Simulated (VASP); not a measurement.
Write the native input for VASP 6.6.1 that does the following.

```
Task                   : single point
Functional             : PBE
Potentials or basis    : VASP PAW PBE potentials, release 64 (C)
Cutoff                 : 520 eV
k mesh                 : 29 × 29 × 29
Occupations            : fermi-dirac, width 0.1 eV
Spin                   : no spin polarisation
Dipole correction      : no
Further INCAR settings : ALGO = Normal; EDIFF = 1e-06; NBANDS = 8
```

The structure of C lies in POSCAR:

```
C
1.0
    1.8139041493      0.0000000000      0.0000000000
    0.0000000000      1.8139041493      0.0000000000
    0.0000000000      0.0000000000      1.8139041493
C
1
Direct
    0.0000000000      0.0000000000      0.0000000000
```

This cell differs from its parent crystal: volume scaled by 1.08.

The input as run:

INCAR

```
SYSTEM = C
PREC = Accurate
ENCUT = 520
EDIFF = 1E-6
ISMEAR = -1
SIGMA = 0.1
LREAL = .FALSE.
LASPH = .TRUE.
NELM = 100
ALGO = Normal
ISIF = 2
LWAVE = .FALSE.
LCHARG = .FALSE.
GGA = PE
NBANDS = 8
```

KPOINTS

```
Automatic mesh
0
G
  29 29 29
  0 0 0
```

Potentials or basis: VASP PAW PBE potentials, release 64 (C).

Launch:

```bash
$ cat potpaw_PBE.64/C/POTCAR > POTCAR
$ mpirun -np 1 vasp_std > vasp.out
```

Results of the run:

The pressure is -18.3 GPa and the band gap on the k mesh is zero (band 2 reaches 18.62 eV, above the bottom of band 3 at 6.88 eV).

It took 5.2 s on 1 thread of Intel(R) Xeon(R) 6975P-C (Granite Rapids) (shared host), peak memory 0.12 GiB.
